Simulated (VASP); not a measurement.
Set up this calculation in VASP 6.6.1, as the native input.

| Item | Value |
| --- | --- |
| Task | relaxation of cell and atoms |
| Functional | PBE |
| Potentials or basis | VASP PAW PBE potentials, release 64 (P) |
| Cutoff | 600 eV |
| k mesh | 4 × 4 × 4 |
| Occupations | gaussian, width 0.1 eV |
| Spin | no spin polarisation |
| Dipole correction | no |
| Further INCAR settings | ALGO = Normal; EDIFF = 1e-07; IBRION = 2; EDIFFG = -0.04; NSW = 90; ISIF = 3 |

The structure of P lies in POSCAR:

```
P
1.0
    4.1010135700      0.0000000000      0.0000000000
    0.0000000000      4.1010135700      0.0000000000
    0.0000000000      0.0000000000      4.4707282700
P
6
Direct
    0.5000000000      0.0000000000      0.7072967400
    0.0000000000      0.5000000000      0.7927032600
    0.0000000000      0.5000000000      0.2072967400
    0.5000000000      0.0000000000      0.2927032600
    0.5000000000      0.5000000000      0.7500000000
    0.5000000000      0.5000000000      0.2500000000
```

One way to write it, as run:

INCAR

```
ALGO = Normal
EDIFF = 1E-7
EDIFFG = -0.04
ENCUT = 600
GGA = PE
IBRION = 2
ISIF = 3
ISMEAR = 0
LASPH = T
LCHARG = F
LREAL = F
LWAVE = F
NELM = 100
NSW = 90
PREC = Accurate
SIGMA = 0.1
```

KPOINTS

```
k-points
0
Gamma
  4 4 4
```

Potentials or basis: VASP PAW PBE potentials, release 64 (P).

Command:

```console
$ cat potpaw_PBE.64/P/POTCAR > POTCAR
$ mpirun -np 1 vasp_std > vasp.out
```

Results of the run:

```
Relaxed volume                         : 17.68 Å³/atom
Relaxed cell                           : a = 4.824 Å, b = 4.824 Å, c = 4.558 Å, α = 90.00°, β = 90.00°, γ = 90.00°
Space group after relaxing (to 0.05 Å) : P4/mmm (No. 123)
Energy gained by relaxing              : 1107.6 meV/atom
Ionic steps                            : 10
Pressure after relaxing                : 0.0 GPa
Largest force after relaxing           : 0.007 eV/Å
Band gap on the k mesh                 : zero (band 15 reaches 7.15 eV, above the bottom of band 16 at 5.99 eV)
```

Caveat: the k points lie up to 0.34 Å⁻¹ apart in the final cell; the volume moved by over 15 % at a fixed basis, so the end points are rough.

It took 6.2 min on 1 thread of Oxide Virtual Turin-like Processor, with other jobs on the host, peak memory 0.17 GiB.
